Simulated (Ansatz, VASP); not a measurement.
## One calculation of Ge, two programs

File POSCAR:

```
Ge
1.0
    1.3761917650     -2.5615082600      0.0000000000
    1.3761917650      2.5615082600      0.0000000000
    0.0000000000      0.0000000000      2.7791779300
Ge
1
Direct
    0.5000000000      0.5000000000      0.0000000000
```

The input INCAR.step1:

```
SYSTEM = Ge
PREC     = Accurate       ! precision mode
ENCUT    = 520            ! plane-wave cutoff, eV
ISMEAR   = 0              ! smearing method
SIGMA    = 0.15           ! smearing width, eV
LREAL    = .FALSE.        ! projectors in reciprocal space
LASPH    = .TRUE.         ! aspherical terms in the spheres
NELM     = 100            ! most SCF steps
NBANDS   = 13             ! bands
GGA      = PE             ! functional
ALGO     = Normal         ! electronic algorithm
EDIFF    = 1E-4           ! SCF threshold, eV
LWAVE    = .TRUE.         ! write WAVECAR
LCHARG   = .FALSE.        ! write CHGCAR
```

File INCAR.step2:

```
SYSTEM = Ge
PREC     = Accurate       ! precision mode
ENCUT    = 520            ! plane-wave cutoff, eV
EDIFF    = 1E-6           ! SCF threshold, eV
ISMEAR   = 0              ! smearing method
SIGMA    = 0.15           ! smearing width, eV
LREAL    = .FALSE.        ! projectors in reciprocal space
LASPH    = .TRUE.         ! aspherical terms in the spheres
NELM     = 100            ! most SCF steps
ALGO     = Normal         ! electronic algorithm
ISIF     = 2              ! what is computed and relaxed
LWAVE    = .FALSE.        ! write WAVECAR
LCHARG   = .FALSE.        ! write CHGCAR
METAGGA  = R2SCAN         ! meta-GGA
LMIXTAU  = .TRUE.       
NBANDS   = 13             ! bands
ISTART   = 1
```

File KPOINTS:

```
Automatic mesh
0
G
  20 20 18
  0 0 0
```

Input for Ansatz:

```yaml
crystal:
  lattice:
    - [1.376191765, -2.56150826, 0.0]
    - [1.376191765, 2.56150826, 0.0]
    - [0.0, 0.0, 2.77917793]
  atoms:
    - { symbol: Ge, position: [0.5, 0.5, 0.0] }
basis:
  ecutwfc: 500
kpoints:
  mp_grid: { grid: [20, 20, 18] }
hamiltonian:
  xc: r2scan
scf:
  occupations: { method: gaussian, width: 0.15 }
output:
  forces: true
  stress: true
  eigenvalues: true
```

Change from the starting cell: strain -0.015 along x and y, +0.030 along z, atoms carried along.

Alike in both runs: task single point; functional r2SCAN; k mesh 20 × 20 × 18; occupations gaussian, width 0.15 eV; no spin polarisation.

|  | VASP | Ansatz |
| --- | --- | --- |
| version | VASP 6.6.1 | Ansatz 0.2.0 |
| potentials or method | VASP PAW PBE potentials, release 64 (Ge_d), cutoff 520 eV | scalar-relativistic, plane waves, PAW |
| valence electrons in the cell | 14 | 14 |

Ansatz gave:

| Quantity | Value |
| --- | --- |
| gap on the k mesh at the Fermi level (eV) | none |
| pressure (GPa) | -2.8 |
| traceless stress, the component that is largest in VASP (GPa) | -4.95 |

Problem. Estimate VASP's values.

Solution. gap on the k mesh at the Fermi level (eV): none; pressure (GPa): -3.1; traceless stress, the component that is largest in VASP (GPa): -4.89.

VASP's potentials were made for PBE, not for r2SCAN. A gap of «none» marks a metal or a gap that the smearing closes.
